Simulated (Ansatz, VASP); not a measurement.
## One calculation of CsPbBr3, two programs

The input INCAR:

```
  PREC = Accurate
  ENCUT = 520
  EDIFF = 1E-7
  ISMEAR = -1
  SIGMA = 0.05
  LREAL = False
  LASPH = True
  NELM = 60
  ALGO = Normal
  ISIF = 2
  LWAVE = False
  LCHARG = False
  GGA = PS
  NBANDS = 30
```

Contents of KPOINTS:

```
Automatic mesh
0
Gamma
  5 5 5
```

The input POSCAR:

```
CsPbBr3
1.0
    5.7501704582      0.0000000000      0.0000000000
    0.0000000000      5.7501704582      0.0000000000
    0.0000000000      0.0000000000      5.7501704582
Pb Cs Br
1 1 3
Direct
    0.5000000000      0.5000000000      0.5000000000
    0.0000000000      0.0000000000      0.0000000000
    0.5000000000      0.5000000000      0.0000000000
    0.5000000000      0.0000000000      0.5000000000
    0.0000000000      0.5000000000      0.5000000000
```

input.yaml

```yaml
crystal:
  lattice:
    - [5.7501704582, 0.0, 0.0]
    - [0.0, 5.7501704582, 0.0]
    - [0.0, 0.0, 5.7501704582]
  atoms:
    - { symbol: Pb, position: [0.5, 0.5, 0.5] }
    - { symbol: Cs, position: [0.0, 0.0, 0.0] }
    - { symbol: Br, position: [0.5, 0.5, 0.0] }
    - { symbol: Br, position: [0.5, 0.0, 0.5] }
    - { symbol: Br, position: [0.0, 0.5, 0.5] }
kpoints:
  mp_grid: { grid: [5, 5, 5] }
scf:
  occupations: { method: fermi_dirac, width: 0.05 }
hamiltonian:
  xc: pbesol
  pseudopotentials: { kind: all_electron, lapw: { basis_error: 0.001 } }
output:
  forces: true
  stress: true
  eigenvalues: true
```

Change from the starting cell: volume scaled by 0.94.

Alike in both runs: task single point; functional PBEsol; k mesh 5 × 5 × 5; occupations fermi-dirac, width 0.05 eV; no spin polarisation.

|  | VASP | Ansatz |
| --- | --- | --- |
| version | VASP 6.6.1 | Ansatz 0.2.0 |
| potentials or method | VASP PAW PBE potentials, release 64 (Pb_d, Cs_sv, Br), cutoff 520 eV | all-electron LAPW, scalar-relativistic |

|  | VASP | Ansatz | Ansatz less VASP |
| --- | --- | --- | --- |
| gap on the k mesh at the Fermi level (eV) | 2.47 | 2.47 | -0.002 |
| least direct gap on the mesh (eV) | 2.47 | 2.47 | -0.002 |
| pressure (GPa) | 1.5 | 1.5 | 0.00 |

VASP's potentials were made for PBE, not for PBEsol. Ansatz ran all-electron here, and VASP with PAW potentials.

Spin-orbit coupling is off throughout.
